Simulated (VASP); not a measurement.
Wanted: the native input for a VASP 6.6.1 run.

```yaml
Task: single point
Functional: BLYP
Potentials_or_basis: VASP PAW PBE potentials, release 64 (Ni)
Cutoff: 520 eV
k_mesh: 15 × 15 × 15
Occupations: fermi-dirac, width 0.05 eV
Spin: collinear spin, ferromagnetic start
Starting_moments: "[0.539] μB"
Dipole_correction: no
Further_INCAR_settings: ALGO = Normal; EDIFF = 1e-06; NBANDS = 15
```

The structure of Ni lies in POSCAR:

```
Ni
1.0
    2.2692796836      0.0000000000      0.0000000000
    0.0000000000      2.2692796836      0.0000000000
    0.0000000000      0.0000000000      2.2692796836
Ni
1
Direct
    0.0000000000      0.0000000000      0.0000000000
```

This cell differs from its parent crystal: volume scaled by 0.88.

One way to write it, as run:

INCAR

```
SYSTEM = Ni
AGGAC = 1.0
AGGAX = 1.0
ALDAC = 0.0
ALDAX = 1.0
ALGO = Normal
EDIFF = 1E-6
ENCUT = 520
GGA = B5
ISIF = 2
ISMEAR = -1
ISPIN = 2
LASPH = .True.
LCHARG = .False.
LMAXMIX = 4
LORBIT = 11
LREAL = .False.
LWAVE = .False.
MAGMOM = 0.539
NBANDS = 15
NELM = 150
PREC = Accurate
SIGMA = 0.05
```

KPOINTS

```
k-points
0
Gamma
  15 15 15
  0 0 0
```

Potentials or basis: VASP PAW PBE potentials, release 64 (Ni).

Launch:

```bash
$ cat potpaw_PBE.64/Ni/POTCAR > POTCAR
$ mpirun -np 1 vasp_std > vasp.out
```

Results of the run:

```yaml
Pressure: 21.1 GPa
Net_moment: 0.37 μB per cell
Site_moments: Ni +0.36 μB
Valence_electrons_inside_the_program's_atomic_spheres: Ni 9.41
```

Caveat: the PAW data sets were made with another functional, which shifts forces and pressure a little.

Wall time 17 s on 1 thread of Intel(R) Xeon(R) 6975P-C (Granite Rapids) (shared host), peak memory 0.14 GiB.
